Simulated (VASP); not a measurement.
# Te2Mo in VASP: notebook

Aim: see how the results for Te2Mo move with the level of theory and the settings. Levels: LDA, PBEsol. Tasks: single point.

All numbers are computed with VASP 6.6.1; they aren't measurements. Logs are shortened: lines on timing, memory, paths and dates and some standing lists are left out, and cuts for length are marked.

## (1) The cell of the first run

The cell holds a slab with vacuum, 3 atoms: a = 3.630 Å, b = 3.630 Å, c = 17.868 Å, α = 90.00°, β = 90.00°, γ = 120.00°.

## (2) Single point, LDA

INCAR

```
SYSTEM = Te2Mo
PREC = Accurate ; ENCUT = 520
EDIFF = 1E-6 ; ISMEAR = -1
SIGMA = 0.05 ; LREAL = .FALSE.
LASPH = .TRUE. ; NELM = 100
ALGO = Normal ; ISIF = 2
LWAVE = .FALSE. ; LCHARG = .FALSE.
GGA = CA ; NBANDS = 20
```

KPOINTS

```
regular mesh
0
G
  9 9 2
  0 0 0
```

POSCAR

```
Te2Mo
1.0
    3.6300590280      0.0000000000      0.0000000000
   -1.8150295140      3.1437233354      0.0000000000
    0.0000000000      0.0000000000     17.8677540541
Te Mo
2 1
Direct
    0.3333333333      0.6666666667      0.1021445500
    0.3333333333      0.6666666667      0.8978554500
    0.0000000000      0.0000000000      0.0000000000
```

Potentials or basis: VASP PAW LDA potentials, release 64 (Te, Mo_sv).

Launch:

```console
cat potpaw_LDA.64/Te/POTCAR potpaw_LDA.64/Mo_sv/POTCAR > POTCAR
mpirun -np 1 vasp_std > vasp.out
```

OUTCAR:

```text
SYSTEM = Te2Mo
   PREC = Accurate
   ENCUT = 520
   EDIFF = 1E-6
   ISMEAR = -1
   LREAL = .FALSE.
   LASPH = .TRUE.
   NELM = 100
   ISIF = 2
   GGA = CA

 ion  position               nearest neighbor table
   1  0.333  0.667  0.102-   3 2.78   3 2.78   3 2.78   2 3.65
   2  0.333  0.667  0.898-   3 2.78   3 2.78   3 2.78   1 3.65
   3  0.000  0.000  0.000-   1 2.78   2 2.78   1 2.78   2 2.78   1 2.78   2 2.78

  LATTYP: Found a hexagonal cell.
 ALAT       =     3.6300590280
 C/A-ratio  =     4.9221662558

  Lattice vectors:

 A1 = (   3.6300590280,   0.0000000000,   0.0000000000)
 A2 = (  -1.8150295140,   3.1437233354,   0.0000000000)
 A3 = (   0.0000000000,   0.0000000000,  17.8677540541)

Analysis of symmetry for initial positions (statically):
=====================================================================
 Subroutine PRICEL returns:
 Original cell was already a primitive cell.

 Routine SETGRP: Setting up the symmetry group for a
 hexagonal supercell.

 Subroutine GETGRP returns: Found 12 space group operations
 (whereof 12 operations were pure point group operations)
 out of a pool of 24 trial point group operations.

The static configuration has the point symmetry D_3h.

Analysis of symmetry for dynamics (positions and initial velocities):
=====================================================================
 Subroutine PRICEL returns:
 Original cell was already a primitive cell.

 Routine SETGRP: Setting up the symmetry group for a
 hexagonal supercell.

 Subroutine GETGRP returns: Found 12 space group operations
 (whereof 12 operations were pure point group operations)
 out of a pool of 24 trial point group operations.

The dynamic configuration has the point symmetry D_3h.

 Subroutine INISYM returns: Found 12 space group operations
 (whereof 12 operations are pure point group operations),
 and found     1 'primitive' translations

----------------------------------------------------------------------------------------

                                     Primitive cell

  volume of cell :     203.9050

  direct lattice vectors                    reciprocal lattice vectors
     3.630059028  0.000000000  0.000000000     0.275477614  0.159047075  0.000000000
    -1.815029514  3.143723335  0.000000000     0.000000000  0.318094149  0.000000000
     0.000000000  0.000000000 17.867754054     0.000000000  0.000000000  0.055966743

  length of vectors
     3.630059028  3.630059028 17.867754054     0.318094149  0.318094149  0.055966743

  position of ions in fractional coordinates (direct lattice)
     0.333333333  0.666666667  0.102144550
     0.333333333  0.666666667  0.897855450
     0.000000000  0.000000000  0.000000000

  ion indices of the primitive-cell ions
   primitive index   ion index
                 1           1
                 2           2
                 3           3

----------------------------------------------------------------------------------------

 KPOINTS: regular mesh

Automatic generation of k-mesh.
 Grid dimensions read from file:
 generate k-points for:    9    9    2

 Generating k-lattice:

  Cartesian coordinates                     Fractional coordinates (reciprocal lattice)
     0.030608624  0.017671897  0.000000000     0.111111111  0.000000000  0.000000000
     0.000000000  0.035343794  0.000000000     0.000000000  0.111111111  0.000000000
     0.000000000  0.000000000  0.027983372     0.000000000  0.000000000  0.500000000

  Length of vectors
     0.035343794  0.035343794  0.027983372

  Shift w.r.t. Gamma in fractional coordinates (k-lattice)
     0.000000000  0.000000000  0.000000000

 Subroutine IBZKPT returns following result:
 ===========================================

 Found     24 irreducible k-points:

 Following reciprocal coordinates:
            Coordinates               Weight
  0.000000  0.000000  0.000000      1.000000
  0.111111 -0.000000  0.000000      6.000000
  0.222222 -0.000000  0.000000      6.000000
  0.333333 -0.000000  0.000000      6.000000
  0.444444 -0.000000  0.000000      6.000000
  0.111111  0.111111  0.000000      6.000000
[... 16 lines left out ...]
  0.333333  0.222222  0.500000     12.000000
  0.333333  0.333333  0.500000      2.000000
   k-points           NKPTS =     24   k-points in BZ     NKDIM =     24   number of bands    NBANDS=     20
   number of dos      NEDOS =    301   number of ions     NIONS =      3
   total plane-waves  NPLWV = 109760
   dimension x,y,z NGX =    28 NGY =   28 NGZ =  140
   dimension x,y,z NGXF=    56 NGYF=   56 NGZF=  280
   ions per type =               2   1
   NGX,Y,Z   is equivalent  to a cutoff of  12.82, 12.82, 13.03 a.u.
   NGXF,Y,Z  is equivalent  to a cutoff of  25.65, 25.65, 26.05 a.u.
 SYSTEM =  Te2Mo
   PREC   = accura    normal or accurate (medium, high low for compatibility)
   ISTART =      0    job   : 0-new  1-cont  2-samecut
   ICHARG =      2    charge: 1-file 2-atom 10-const
   ISPIN  =      1    spin polarized calculation?
   LNONCOLLINEAR =      F non collinear calculations
   LSORBIT =      F    spin-orbit coupling
   LASPH  =      T    aspherical Exc in radial PAW
   ENCUT  =  520.0 eV  38.22 Ry    6.18 a.u.   6.75  6.75 33.22*2*pi/ulx,y,z
   NELM   =    100;   NELMIN=  2; NELMDL= -5     # of ELM steps
   EDIFF  = 0.1E-05   stopping-criterion for ELM
   LREAL  =      F    real-space projection
   EDIFFG = 0.1E-04   stopping-criterion for IOM
   NSW    =      0    number of steps for IOM
   IBRION =     -1    ionic relax: 0-MD 1-quasi-New 2-CG
   NFREE  =      0    steps in history (QN), initial steepest desc. (CG)
   ISIF   =      2    stress and relaxation
   ISYM   =      2    0-nonsym 1-usesym 2-fastsym
   POTIM  = 0.5000    time-step for ionic-motion
   TEBEG  =    0.0;   TEEND  =   0.0 temperature during run
   PSTRESS=    0.0 pullay stress
   NELECT =      26.0000    total number of electrons
   NUPDOWN=      -1.0000    fix difference up-down
   EMIN   =  10.00;   EMAX   =-10.00  energy-range for DOS
   EFERMI =   0.00;   METHOD = LEGACY
   ISMEAR =    -1;   SIGMA  =   0.05  broadening in eV -4-tet -1-fermi 0-gaus
   EFERMI_NEDOS =   21; number of points for ismear=-14 and -15
   IALGO  =     38    algorithm
   IMIX   =      4    mixing-type and parameters
     AMIX     =   0.40;   BMIX     =  1.00
     AMIX_MAG =   1.60;   BMIX_MAG =  1.00
  volume/ion in A,a.u.               =      67.97       458.67
  Fermi-wavevector in a.u.,A,eV,Ry     =   0.823993  1.557120  9.237862  0.678964
  Thomas-Fermi vector in A             =   1.935600
   LORBIT       =      0    0 simple, 1 ext, 2 COOP (PROOUT), +10 PAW based schemes
   GGA     = CA    functional components
   LHFCALC =     F    Hartree Fock is set to
   AEXX    =    0.0000 exact exchange contribution
   IVDW    =     0    specifies the selected vdW correction
   LEPSILON=     F    determine dielectric tensor
   LRPA    =     F    only Hartree local field effects (RPA)
 non-spin polarized calculation
  energy-cutoff  :      520.00
  volume of cell :      203.91
 maximum number of plane-waves:      5539
 NGX is ok and might be reduce to    28
   NGX = 13   NGY = 13   NGZ = 67

 number of electron      26.0000001 magnetization

 Free energy of the ion-electron system (eV)
  ---------------------------------------------------
  ext. energy  EPLUGINS =         0.00000000
  ---------------------------------------------------
  free energy    TOTEN  =       -20.22437781 eV

  energy without entropy =      -20.22437351  energy(sigma->0) =      -20.22437566

 E-fermi :   0.0915     XC(G=0):  -4.6878

 val. band max:       -0.3895475579   @ k =   0.3333   0.3333   0.5000
 cond. band min:       0.5673741003   @ k =   0.3333   0.3333   0.0000
 fundamental gap:      0.9569216582
 Fermi energy:         0.0915366525

 k-point     1 :       0.0000    0.0000    0.0000
  band No.  band energies     occupation
      1     -60.8007      2.00000
      2     -35.0939      2.00000
      3     -35.0181      2.00000
      4     -35.0181      2.00000
      5     -12.6470      2.00000
      6     -11.7790      2.00000
[... 12 lines left out ...]
     19       4.4803      0.00000
     20       5.0986      0.00000

 k-point     2 :       0.1111   -0.0000    0.0000
  band No.  band energies     occupation
      1     -60.8000      2.00000
      2     -35.0917      2.00000
      3     -35.0288      2.00000
      4     -35.0206      2.00000
      5     -12.4970      2.00000
      6     -11.6747      2.00000
[... 12 lines left out ...]
     19       4.6752      0.00000
     20       5.4563      0.00000

 k-point     3 :       0.2222   -0.0000    0.0000
  band No.  band energies     occupation
      1     -60.7981      2.00000
      2     -35.0859      2.00000
      3     -35.0556      2.00000
      4     -35.0270      2.00000
      5     -12.0771      2.00000
      6     -11.3844      2.00000
[... 12 lines left out ...]
     19       5.2032      0.00000
     20       5.9223      0.00000

 k-point     4 :       0.3333   -0.0000    0.0000
  band No.  band energies     occupation
      1     -60.7960      2.00000
      2     -35.0860      2.00000
      3     -35.0794      2.00000
      4     -35.0342      2.00000
      5     -11.4977      2.00000
      6     -10.9924      2.00000
[... 12 lines left out ...]
     19       5.3672      0.00000
     20       5.7331      0.00000

 k-point     5 :       0.4444   -0.0000    0.0000
  band No.  band energies     occupation
      1     -60.7947      2.00000
      2     -35.1057      2.00000
      3     -35.0751      2.00000
      4     -35.0389      2.00000
      5     -11.0195      2.00000
      6     -10.6825      2.00000
[... 12 lines left out ...]
     19       5.4909      0.00000
     20       5.8268      0.00000

 k-point     6 :       0.1111    0.1111    0.0000
  band No.  band energies     occupation
      1     -60.7987      2.00000
      2     -35.0877      2.00000
      3     -35.0466      2.00000
      4     -35.0260      2.00000
      5     -12.2115      2.00000
      6     -11.4768      2.00000
[... 12 lines left out ...]
     19       5.0413      0.00000
     20       5.8700      0.00000

 k-point     7 :       0.2222    0.1111    0.0000
  band No.  band energies     occupation
      1     -60.7967      2.00000
      2     -35.0815      2.00000
      3     -35.0731      2.00000
      4     -35.0349      2.00000
      5     -11.7061      2.00000
      6     -11.1305      2.00000
[... 12 lines left out ...]
     19       5.6768      0.00000
     20       6.0329      0.00000
[... 277 lines left out ...]
 k-point    20 :       0.3333    0.1111    0.5000
  band No.  band energies     occupation
      1     -60.7950      2.00000
      2     -35.0961      2.00000
      3     -35.0761      2.00000
      4     -35.0429      2.00000
      5     -11.1544      2.00000
      6     -10.7636      2.00000
[... 12 lines left out ...]
     19       5.9724      0.00000
     20       6.0933      0.00000

 k-point    21 :       0.4444    0.1111    0.5000
  band No.  band energies     occupation
      1     -60.7943      2.00000
      2     -35.1051      2.00000
      3     -35.0740      2.00000
      4     -35.0461      2.00000
      5     -10.8911      2.00000
      6     -10.5949      2.00000
[... 12 lines left out ...]
     19       6.2011      0.00000
     20       6.4904      0.00000

 k-point    22 :       0.2222    0.2222    0.5000
  band No.  band energies     occupation
      1     -60.7951      2.00000
      2     -35.0879      2.00000
      3     -35.0765      2.00000
      4     -35.0488      2.00000
      5     -11.2117      2.00000
      6     -10.7963      2.00000
[... 12 lines left out ...]
     19       5.9748      0.00000
     20       6.1814      0.00000

 k-point    23 :       0.3333    0.2222    0.5000
  band No.  band energies     occupation
      1     -60.7941      2.00000
      2     -35.0952      2.00000
      3     -35.0733      2.00000
      4     -35.0603      2.00000
      5     -10.8266      2.00000
      6     -10.5412      2.00000
[... 12 lines left out ...]
     19       5.7295      0.00000
     20       6.5031      0.00000

 k-point    24 :       0.3333    0.3333    0.5000
  band No.  band energies     occupation
      1     -60.7937      2.00000
      2     -35.0868      2.00000
      3     -35.0752      2.00000
      4     -35.0721      2.00000
      5     -10.6903      2.00000
      6     -10.4467      2.00000
[... 12 lines left out ...]
     19       4.5991      0.00000
     20       6.8051      0.00000

------------------------ aborting loop because EDIFF is reached ----------------------------------------

  FORCE on cell =-STRESS in cart. coord.  units (eV):
  Direction    XX          YY          ZZ          XY          YZ          ZX
  --------------------------------------------------------------------------------------
  -------------------------------------------------------------------------------------
  Total       -4.5558758     -4.5558758     -4.0321907      0.0000000     -0.0000000     -0.0000000
  in kB      -35.7976473    -35.7976473    -31.6828085      0.0000000     -0.0000000     -0.0000000
  external PRESSURE =     -34.4260344 kB  Pullay stress =       0.0000000 kB

 VOLUME and BASIS-vectors are now :
 -----------------------------------------------------------------------------
  energy-cutoff  :      520.00
  volume of cell :      203.91
      direct lattice vectors                 reciprocal lattice vectors
     3.630059028  0.000000000  0.000000000     0.275477614  0.159047075  0.000000000
    -1.815029514  3.143723335  0.000000000     0.000000000  0.318094149  0.000000000
     0.000000000  0.000000000 17.867754054     0.000000000  0.000000000  0.055966743

 POSITION                                       TOTAL-FORCE (eV/Angst)
 -----------------------------------------------------------------------------------
     -0.00000      2.09582      1.82509        -0.000000      0.000000     -1.101419
     -0.00000      2.09582     16.04266        -0.000000      0.000000      1.101419
      0.00000      0.00000      0.00000         0.000000     -0.000000      0.000000
 -----------------------------------------------------------------------------------
    total drift:                                0.000000     -0.000000     -0.000000

  FREE ENERGIE OF THE ION-ELECTRON SYSTEM (eV)
  ---------------------------------------------------
  free  energy   TOTEN  =       -20.2243778139 eV

  energy  without entropy=      -20.2243735073  energy(sigma->0) =      -20.22437566
```

Run time: 3 min. Hardware: 1 thread of AMD EPYC 7R13, shared host; peak memory 0.27 GiB.

What came out:

| Property | Result |
| --- | --- |
| Free energy | -20.2244 eV |
| Largest force | 1.101 eV/Å |
| Band gap on the k mesh | 0.96 eV |

Forces in eV/Å, atoms in the order of the input:
```
Te   0.000  0.000 -1.101
Te   0.000  0.000  1.101
Mo   0.000  0.000  0.000
```

Caveat: there is no dipole correction, which matters where the two faces differ; spin-orbit coupling is left out, which moves the levels of the heavy elements.

(Part 1 of 2 ends here.)
